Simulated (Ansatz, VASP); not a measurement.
## Sn: VASP beside Ansatz

The input INCAR:

```
SYSTEM = Sn
PREC     = Accurate       ! precision mode
ENCUT    = 520            ! plane-wave cutoff, eV
EDIFF    = 1E-7           ! SCF threshold, eV
ISMEAR   = 0              ! smearing method
SIGMA    = 0.15           ! smearing width, eV
LREAL    = .False.        ! projectors in reciprocal space
LASPH    = .True.         ! aspherical terms in the spheres
NELM     = 80             ! most SCF steps
ALGO     = Fast           ! electronic algorithm
ISIF     = 2              ! what is computed and relaxed
LWAVE    = .False.        ! write WAVECAR
LCHARG   = .True.         ! write CHGCAR
GGA      = PS             ! functional
LELF     = .True.         ! ELF
LVHAR    = .True.       
NBANDS   = 13             ! bands
```

Contents of KPOINTS:

```
Automatic mesh
0
Gamma
  20 20 20
  0 0 0
```

The input POSCAR:

```
Sn
1.0
   -2.5458725398      1.9468437069      1.9468437069
    1.9468437069     -2.5458725398      1.9468437069
    1.9468437069      1.9468437069     -2.5458725398
Sn
1
Direct
    0.0000000000      0.0000000000      0.0000000000
```

Input for Ansatz:

```yaml
crystal:
  lattice:
    - [-2.5458725398, 1.9468437069, 1.9468437069]
    - [1.9468437069, -2.5458725398, 1.9468437069]
    - [1.9468437069, 1.9468437069, -2.5458725398]
  atoms:
    - { symbol: Sn, position: [0.0, 0.0, 0.0] }
basis:
  ecutwfc: 420
kpoints:
  mp_grid: { grid: [20, 20, 20] }
hamiltonian:
  xc: pbesol
scf:
  occupations: { method: gaussian, width: 0.15 }
output:
  forces: true
  stress: true
  eigenvalues: true
  write_density: true
  write_potential: true
  elf: true
  volumetric_format: npy
```

Alike in both runs: task single point; functional PBEsol; k mesh 20 × 20 × 20; occupations gaussian, width 0.15 eV; no spin polarisation.

|  | VASP | Ansatz |
| --- | --- | --- |
| version | VASP 6.6.1 | Ansatz 0.2.0 |
| potentials or method | VASP PAW PBE potentials, release 64 (Sn_d), cutoff 520 eV | scalar-relativistic, plane waves, PAW |
| valence electrons in the cell | 14 | 14 |

```tsv
	VASP	Ansatz	Ansatz less VASP
gap on the k mesh at the Fermi level (eV)	none	none	-
pressure (GPa)	25.6	25.8	+0.18
traceless stress, the component that is largest in VASP (GPa)	29.57	29.75	+0.182
```

VASP's potentials were made for PBE, not for PBEsol. A gap of «none» marks a metal or a gap that the smearing closes. The functional is the same, so the differences come from potentials, cutoffs and numerics.
